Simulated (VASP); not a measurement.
# TiC (Fm-3m) in VASP: a series of runs

Runs on TiC. Level: PBE. Tasks: single point.

Program: VASP 6.6.1. These are calculated values, not measurements. Logs are shortened: lines on timing, memory, paths and dates and some standing lists are left out, and cuts for length are marked.

### 1 The cell of the first run

Symmetry: Fm-3m, No. 225, cubic system. Conventional cell: a = 4.333 Å, b = 4.333 Å, c = 4.333 Å, α = 90.00°, β = 90.00°, γ = 90.00°. Ti (site symmetry m-3m) has 6 C at 2.17 Å within 2.9 Å. Within 2.9 Å of C (site symmetry m-3m) lie 6 Ti at 2.17 Å.

### 2 Single point, PBE

Input file INCAR:

```
SYSTEM = TiC
PREC     = Accurate       ! precision mode
ENCUT    = 520            ! plane-wave cutoff, eV
EDIFF    = 1E-6           ! SCF threshold, eV
ISMEAR   = 0              ! smearing method
SIGMA    = 0.1            ! smearing width, eV
LREAL    = .False.        ! projectors in reciprocal space
LASPH    = .True.         ! aspherical terms in the spheres
NELM     = 80             ! most SCF steps
ALGO     = Normal         ! electronic algorithm
ISIF     = 2              ! what is computed and relaxed
LWAVE    = .False.        ! write WAVECAR
LCHARG   = .False.        ! write CHGCAR
GGA      = PE             ! functional
NBANDS   = 15             ! bands
```

Input file KPOINTS:

```
Automatic mesh
0
Gamma
  16 16 16
  0 0 0
```

Input file POSCAR:

```
TiC
1.0
    0.0000000000      2.1664107360      2.1664107360
    2.1664107360      0.0000000000      2.1664107360
    2.1664107360      2.1664107360      0.0000000000
Ti C
1 1
Direct
    0.0000000000      0.0000000000      0.0000000000
    0.5000000000      0.5000000000      0.5000000000
```

Potentials or basis: VASP PAW PBE potentials, release 64 (Ti_sv, C).

The run is started by

```bash
$ cat potpaw_PBE.64/Ti_sv/POTCAR potpaw_PBE.64/C/POTCAR > POTCAR
$ mpirun -np 1 vasp_std > vasp.out
```

OUTCAR:

```text
SYSTEM = TiC
   PREC = Accurate
   ENCUT = 520
   EDIFF = 1E-6
   ISMEAR = 0
   LREAL = .False.
   LASPH = .True.
   NELM = 80
   ISIF = 2
   GGA = PE

 ion  position               nearest neighbor table
   1  0.000  0.000  0.000-   2 2.17   2 2.17   2 2.17   2 2.17   2 2.17   2 2.17
   2  0.500  0.500  0.500-   1 2.17   1 2.17   1 2.17   1 2.17   1 2.17   1 2.17

  LATTYP: Found a face centered cubic cell.
 ALAT       =     4.3328214720

  Lattice vectors:

 A1 = (   0.0000000000,   2.1664107360,   2.1664107360)
 A2 = (   2.1664107360,   0.0000000000,   2.1664107360)
 A3 = (   2.1664107360,   2.1664107360,   0.0000000000)

Analysis of symmetry for initial positions (statically):
=====================================================================
 Subroutine PRICEL returns:
 Original cell was already a primitive cell.

 Routine SETGRP: Setting up the symmetry group for a
 face centered cubic supercell.

 Subroutine GETGRP returns: Found 48 space group operations
 (whereof 48 operations were pure point group operations)
 out of a pool of 48 trial point group operations.

The static configuration has the point symmetry O_h .

Analysis of symmetry for dynamics (positions and initial velocities):
=====================================================================
 Subroutine PRICEL returns:
 Original cell was already a primitive cell.

 Routine SETGRP: Setting up the symmetry group for a
 face centered cubic supercell.

 Subroutine GETGRP returns: Found 48 space group operations
 (whereof 48 operations were pure point group operations)
 out of a pool of 48 trial point group operations.

The dynamic configuration has the point symmetry O_h .

 Subroutine INISYM returns: Found 48 space group operations
 (whereof 48 operations are pure point group operations),
 and found     1 'primitive' translations

----------------------------------------------------------------------------------------

                                     Primitive cell

  volume of cell :      20.3354

  direct lattice vectors                    reciprocal lattice vectors
     0.000000000  2.166410736  2.166410736    -0.230796493  0.230796493  0.230796493
     2.166410736  0.000000000  2.166410736     0.230796493 -0.230796493  0.230796493
     2.166410736  2.166410736  0.000000000     0.230796493  0.230796493 -0.230796493

  length of vectors
     3.063767445  3.063767445  3.063767445     0.399751252  0.399751252  0.399751252

  position of ions in fractional coordinates (direct lattice)
     0.000000000  0.000000000  0.000000000
     0.500000000  0.500000000  0.500000000

  ion indices of the primitive-cell ions
   primitive index   ion index
                 1           1
                 2           2

----------------------------------------------------------------------------------------

 KPOINTS: Automatic mesh

Automatic generation of k-mesh.
 Grid dimensions read from file:
 generate k-points for:   16   16   16

 Generating k-lattice:

  Cartesian coordinates                     Fractional coordinates (reciprocal lattice)
    -0.014424781  0.014424781  0.014424781     0.062500000  0.000000000  0.000000000
     0.014424781 -0.014424781  0.014424781     0.000000000  0.062500000  0.000000000
     0.014424781  0.014424781 -0.014424781     0.000000000  0.000000000  0.062500000

  Length of vectors
     0.024984453  0.024984453  0.024984453

  Shift w.r.t. Gamma in fractional coordinates (k-lattice)
     0.000000000  0.000000000  0.000000000

 Subroutine IBZKPT returns following result:
 ===========================================

 Found    145 irreducible k-points:

 Following reciprocal coordinates:
            Coordinates               Weight
  0.000000  0.000000  0.000000      1.000000
  0.062500  0.000000  0.000000      8.000000
  0.125000  0.000000  0.000000      8.000000
  0.187500  0.000000  0.000000      8.000000
  0.250000  0.000000  0.000000      8.000000
  0.312500  0.000000  0.000000      8.000000
[... 16 lines left out ...]
 -0.125000  0.062500  0.000000     24.000000
 -0.062500  0.062500  0.000000     12.000000
 [... further k-points ...]
   k-points           NKPTS =    145   k-points in BZ     NKDIM =    145   number of bands    NBANDS=     15
   number of dos      NEDOS =    301   number of ions     NIONS =      2
   total plane-waves  NPLWV =  13824
   dimension x,y,z NGX =    24 NGY =   24 NGZ =   24
   dimension x,y,z NGXF=    48 NGYF=   48 NGZF=   48
   ions per type =               1   1
   NGX,Y,Z   is equivalent  to a cutoff of  13.02, 13.02, 13.02 a.u.
   NGXF,Y,Z  is equivalent  to a cutoff of  26.05, 26.05, 26.05 a.u.
 SYSTEM =  TiC
   PREC   = accura    normal or accurate (medium, high low for compatibility)
   ISTART =      0    job   : 0-new  1-cont  2-samecut
   ICHARG =      2    charge: 1-file 2-atom 10-const
   ISPIN  =      1    spin polarized calculation?
   LNONCOLLINEAR =      F non collinear calculations
   LSORBIT =      F    spin-orbit coupling
   LASPH  =      T    aspherical Exc in radial PAW
   ENCUT  =  520.0 eV  38.22 Ry    6.18 a.u.   5.70  5.70  5.70*2*pi/ulx,y,z
   NELM   =     80;   NELMIN=  2; NELMDL= -5     # of ELM steps
   EDIFF  = 0.1E-05   stopping-criterion for ELM
   LREAL  =      F    real-space projection
   EDIFFG = 0.1E-04   stopping-criterion for IOM
   NSW    =      0    number of steps for IOM
   IBRION =     -1    ionic relax: 0-MD 1-quasi-New 2-CG
   NFREE  =      0    steps in history (QN), initial steepest desc. (CG)
   ISIF   =      2    stress and relaxation
   ISYM   =      2    0-nonsym 1-usesym 2-fastsym
   POTIM  = 0.5000    time-step for ionic-motion
   TEBEG  =    0.0;   TEEND  =   0.0 temperature during run
   PSTRESS=    0.0 pullay stress
   NELECT =      16.0000    total number of electrons
   NUPDOWN=      -1.0000    fix difference up-down
   EMIN   =  10.00;   EMAX   =-10.00  energy-range for DOS
   EFERMI =   0.00;   METHOD = LEGACY
   ISMEAR =     0;   SIGMA  =   0.10  broadening in eV -4-tet -1-fermi 0-gaus
   EFERMI_NEDOS =   21; number of points for ismear=-14 and -15
   IALGO  =     38    algorithm
   IMIX   =      4    mixing-type and parameters
     AMIX     =   0.40;   BMIX     =  1.00
     AMIX_MAG =   1.60;   BMIX_MAG =  1.00
  volume/ion in A,a.u.               =      10.17        68.61
  Fermi-wavevector in a.u.,A,eV,Ry     =   1.511346  2.856031 31.077993  2.284168
  Thomas-Fermi vector in A             =   2.621416
   LORBIT       =      0    0 simple, 1 ext, 2 COOP (PROOUT), +10 PAW based schemes
   GGA     = PE    functional components
   LHFCALC =     F    Hartree Fock is set to
   AEXX    =    0.0000 exact exchange contribution
   IVDW    =     0    specifies the selected vdW correction
   LEPSILON=     F    determine dielectric tensor
   LRPA    =     F    only Hartree local field effects (RPA)
 non-spin polarized calculation
 Gauss-broadening in eV      SIGMA  =   0.10
  energy-cutoff  :      520.00
  volume of cell :       20.34
 maximum number of plane-waves:       568
   NGX = 11   NGY = 11   NGZ = 11

 number of electron      16.0000000 magnetization

 Free energy of the ion-electron system (eV)
  ---------------------------------------------------
  ext. energy  EPLUGINS =         0.00000000
  ---------------------------------------------------
  free energy    TOTEN  =       -18.70952660 eV

  energy without entropy =      -18.70749043  energy(sigma->0) =      -18.70850851

 E-fermi :   9.3955     XC(G=0): -12.6929

 val. band max:        9.3766675647   @ k =  -0.0625   0.0625   0.0000
 cond. band min:       9.3978963898   @ k =   0.1250   0.1250   0.0000
 fundamental gap:      0.0212288251
 Fermi energy:         9.3954726699

 k-point     1 :       0.0000    0.0000    0.0000
  band No.  band energies     occupation
      1     -47.1904      2.00000
      2     -23.2150      2.00000
      3     -23.2150      2.00000
      4     -23.2150      2.00000
      5      -2.9914      2.00000
      6      10.0944      0.00000
      7      10.0944      0.00000
      8      10.0944      0.00000
      9      11.0770      0.00000
     10      11.0770      0.00000
     11      11.0770      0.00000
     12      11.1120      0.00000
     13      11.1120      0.00000
     14      19.8692      0.00000
     15      23.4295      0.00000

 k-point     2 :       0.0625    0.0000    0.0000
  band No.  band energies     occupation
      1     -47.1877      2.00000
      2     -23.2345      2.00000
      3     -23.2168      2.00000
      4     -23.2168      2.00000
      5      -2.9030      2.00000
      6       9.6505      0.00031
      7       9.8859      0.00000
      8       9.8859      0.00000
      9      10.4272      0.00000
     10      10.4272      0.00000
     11      11.3159      0.00000
     12      12.0991      0.00000
     13      12.0991      0.00000
     14      20.0301      0.00000
     15      23.4650      0.00000

 k-point     3 :       0.1250    0.0000    0.0000
  band No.  band energies     occupation
      1     -47.1799      2.00000
      2     -23.2898      2.00000
      3     -23.2221      2.00000
      4     -23.2221      2.00000
      5      -2.6435      2.00000
      6       8.7737      2.00000
      7       9.1178      1.99991
      8       9.1178      1.99991
      9      10.5090      0.00000
     10      10.5090      0.00000
     11      11.6440      0.00000
     12      13.1596      0.00000
     13      13.1596      0.00000
     14      20.4201      0.00000
     15      23.4838      0.00000
[... 343 lines left out ...]
 k-point    23 :      -0.1250    0.0625    0.0000
  band No.  band energies     occupation
      1     -47.1741      2.00000
      2     -23.3219      2.00000
      3     -23.2403      2.00000
      4     -23.2195      2.00000
      5      -2.4501      2.00000
      6       8.2835      2.00000
      7       8.6061      2.00000
      8       8.8176      2.00000
      9      10.4008      0.00000
     10      10.9471      0.00000
     11      11.9542      0.00000
     12      13.0076      0.00000
     13      14.1249      0.00000
     14      20.6824      0.00000
     15      23.4644      0.00000

 k-point    24 :      -0.0625    0.0625    0.0000
  band No.  band energies     occupation
      1     -47.1832      2.00000
      2     -23.2614      2.00000
      3     -23.2279      2.00000
      4     -23.2162      2.00000
      5      -2.7585      2.00000
      6       9.1838      1.99724
      7       9.3694      1.28724
      8       9.3767      1.20972
      9      10.2049      0.00000
     10      10.7789      0.00000
     11      11.6660      0.00000
     12      12.2216      0.00000
     13      13.0829      0.00000
     14      20.2771      0.00000
     15      23.4977      0.00000

 [... further k-points ...]
[... 5 lines left out ...]
  --------------------------------------------------------------------------------------
  -------------------------------------------------------------------------------------
  Total        0.0273233      0.0273233      0.0273233      0.0000000      0.0000000     -0.0000000
  in kB        2.1527369      2.1527369      2.1527369      0.0000000      0.0000000     -0.0000000
  external PRESSURE =       2.1527369 kB  Pullay stress =       0.0000000 kB

 VOLUME and BASIS-vectors are now :
 -----------------------------------------------------------------------------
  energy-cutoff  :      520.00
  volume of cell :       20.34
      direct lattice vectors                 reciprocal lattice vectors
     0.000000000  2.166410736  2.166410736    -0.230796493  0.230796493  0.230796493
     2.166410736  0.000000000  2.166410736     0.230796493 -0.230796493  0.230796493
     2.166410736  2.166410736  0.000000000     0.230796493  0.230796493 -0.230796493

 POSITION                                       TOTAL-FORCE (eV/Angst)
 -----------------------------------------------------------------------------------
      0.00000      0.00000      0.00000         0.000000      0.000000      0.000000
      2.16641      2.16641      2.16641        -0.000000     -0.000000     -0.000000
 -----------------------------------------------------------------------------------
    total drift:                                0.000000     -0.000000     -0.000000

  FREE ENERGIE OF THE ION-ELECTRON SYSTEM (eV)
  ---------------------------------------------------
  free  energy   TOTEN  =       -18.7095265966 eV

  energy  without entropy=      -18.7074904317  energy(sigma->0) =      -18.70850851
```

Wall time 22 s (1 thread of Intel Xeon Platinum 8488C (Sapphire Rapids), shared host); peak memory 0.17 GiB.

Results:

| Quantity | Value |
| --- | --- |
| Free energy | -18.7095 eV |
| Pressure | 0.2 GPa |
| Band gap on the k mesh | zero (band 8 reaches 10.09 eV, above the bottom of band 9 at 9.00 eV) |

### 3 Single point, PBE

This run uses another cell than the first one, of 10.07 Å³/atom, 0.990 times its volume.

Input file INCAR:

```
SYSTEM = TiC
ALGO = Normal ; EDIFF = 1E-6
ENCUT = 520 ; GGA = PE
ISIF = 2 ; ISMEAR = 0
LASPH = .TRUE. ; LCHARG = .FALSE.
LREAL = .FALSE. ; LWAVE = .FALSE.
NBANDS = 15 ; NELM = 100
PREC = Accurate ; SIGMA = 0.1
```

Input file KPOINTS:

```
k-points
0
G
  16 16 16
  0 0 0
```

Input file POSCAR:

```
TiC
1.0
    0.0000000000      2.1593000000      2.1593000000
    2.1593000000      0.0000000000      2.1593000000
    2.1593000000      2.1593000000      0.0000000000
Ti C
1 1
Direct
    0.0000000000      0.0000000000      0.0000000000
    0.5000000000      0.5000000000      0.5000000000
```

Potentials or basis: VASP PAW PBE potentials, release 64 (Ti_sv, C).

The run is started by

```bash
$ cat potpaw_PBE.64/Ti_sv/POTCAR potpaw_PBE.64/C/POTCAR > POTCAR
$ mpirun -np 1 vasp_std > vasp.out
```

It took 22 s on 1 thread of Intel Xeon Platinum 8488C (Sapphire Rapids), shared host; peak memory 0.17 GiB.

The run converged. Its results:

```yaml
Free_energy: -18.7076 eV
Pressure: 2.8 GPa
Band_gap_on_the_k_mesh: zero (band 8 reaches 10.21 eV, above the bottom of band 9 at 9.11 eV)
```

Levels at points of the mesh, in eV from the Fermi level:
```
           k point  band 4  band 5  band 6  band 7  band 8  band 9  band 10  band 11  band 12  band 13
(0.00, 0.00, 0.00)  -32.58  -12.43    0.70    0.70    0.70    1.69     1.69     1.69     1.74     1.74
(0.50, 0.00, 0.00)  -32.63   -8.91   -5.87   -2.92   -2.92    2.96     2.96     4.15     8.24     8.24
(0.50, 0.50, 0.00)  -32.75  -10.14   -3.43   -1.64   -0.02   -0.02     2.75     3.56     3.56     5.88
```

(Continued in part 2 of 2.)
